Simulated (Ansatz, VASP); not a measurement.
## Two plane-wave programs on Na2P3

```
Na P
1.0
     1.70057    0.98182   10.27956
    -1.70057    0.98182   10.27956
     0.00000   -1.96365   10.27956
Na P
2 3
Direct
  0.39906 0.39906 0.39906
  0.60094 0.60094 0.60094
  0.00000 0.00000 0.00000
  0.18506 0.18506 0.18506
  0.81494 0.81494 0.81494
```

Alike in both runs: functional PBE; k mesh 6 × 6 × 6; occupations gaussian, width 0.1 eV; no spin polarisation.

Ansatz relaxed the structure, and its values are those at the end. VASP's run is a single point on that final structure, the one shown.

|  | VASP | Ansatz |
| --- | --- | --- |
| version | VASP 6.6.1 | Ansatz 0.2.0 |
| potentials or method | VASP PAW PBE potentials, release 64 (Na_pv, P), cutoff 520 eV | scalar-relativistic, plane waves, PAW |
| valence electrons in the cell | 29 | 33 |

|  | VASP | Ansatz | Ansatz less VASP |
| --- | --- | --- | --- |
| gap on the k mesh at the Fermi level (eV) | none | none | - |
| pressure (GPa) | -0.1 | 0.0 | +0.08 |
| rms of the force components (eV/Å) | 0.017 | 0.002 | -0.0152 |

A gap of «none» marks a metal or a gap that the smearing closes. VASP's potentials hold 29 valence electrons a cell and Ansatz's 33, so a difference there can come from the potentials and not from the codes.
